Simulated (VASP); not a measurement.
**Zn12H (a cell with a defect): single point with PBEsol**

Zn12H (a cell with a defect):

```
Zn H
1.0
     5.32000    0.00000    0.00000
    -3.99000    6.91088    0.00000
     0.00000    0.00000    4.93696
Zn H
12 1
Direct
  0.99658 0.00115 0.97291
  0.15906 0.21745 0.52212
  0.01099 0.34143 0.01006
  0.16321 0.55234 0.51365
  0.01133 0.67110 0.02376
  0.15133 0.87487 0.51774
  0.50735 0.00467 0.97838
  0.67182 0.21883 0.51791
  0.51641 0.34588 0.96741
  0.65744 0.55197 0.47404
  0.50329 0.66806 0.99451
  0.65394 0.87838 0.50178
  0.32722 0.12040 0.25842
```

```
Program                : VASP 6.6.1
Task                   : single point
Functional             : PBEsol
Potentials or basis    : VASP PAW PBE potentials, release 64 (Zn, H)
Cutoff                 : 520 eV
k mesh                 : 2 × 2 × 2
Occupations            : fermi-dirac, width 0.05 eV
Spin                   : no spin polarisation
Dipole correction      : no
Further INCAR settings : ALGO = Normal; EDIFF = 1e-06; NBANDS = 84
```

```yaml
Pressure: -1.8 GPa
Largest_force: 0.055 eV/Å
```

Forces on the atoms (eV/Å):
```
Zn   0.014  0.000 -0.020
Zn  -0.020  0.004  0.041
Zn  -0.014 -0.039  0.018
Zn   0.003 -0.002  0.007
Zn   0.000  0.011 -0.014
Zn   0.013  0.002  0.016
Zn   0.034 -0.022 -0.002
Zn  -0.021 -0.006 -0.019
Zn  -0.005  0.008 -0.054
Zn   0.008 -0.021  0.012
Zn  -0.001  0.036 -0.012
Zn   0.001  0.026 -0.015
H   -0.011  0.003  0.039
```

Stress tensor (GPa, compression positive):
```
-5.85  3.63  0.04
 3.63 -6.73  0.20
 0.04  0.20  7.05
```

Levels at points of the mesh, in eV from the Fermi level:
```
           k point  band 68  band 69  band 70  band 71  band 72  band 73  band 74  band 75  band 76  band 77
(0.00, 0.00, 0.00)    -2.97    -2.06    -0.78    -0.67    -0.41     0.43     0.62     0.66     1.85     1.88
(0.50, 0.00, 0.00)    -1.87    -1.73    -1.23    -1.13    -1.08    -0.52    -0.29     0.14     0.29     2.45
(0.00, 0.50, 0.00)    -2.57    -2.56    -2.42    -2.13    -2.01     0.53     0.59     1.74     1.82     2.28
(0.50, 0.50, 0.00)    -2.16    -2.04    -1.65    -0.15    -0.09     0.46     0.96     1.31     1.42     2.16
(0.00, 0.00, 0.50)    -2.70    -2.64    -2.46    -1.92    -1.81    -0.11     0.08     2.03     2.40     2.55
(0.50, 0.00, 0.50)    -5.37    -1.26    -0.84    -0.77    -0.68     1.32     1.89     1.98     2.09     3.75
(0.00, 0.50, 0.50)    -2.45    -2.10    -1.96    -1.82    -1.81    -0.17     0.12     0.19     0.23     2.20
(0.50, 0.50, 0.50)    -4.19    -2.91    -2.83    -2.73    -2.60     2.77     4.39     4.52     4.56     4.60
```

Run time: 71 s on 1 thread of Intel(R) Xeon(R) 6975P-C (Granite Rapids) (shared host), peak memory 0.33 GiB.

Caveat: the k points lie up to 0.68 Å⁻¹ apart; the PAW data sets were made with another functional, which shifts forces and pressure a little.
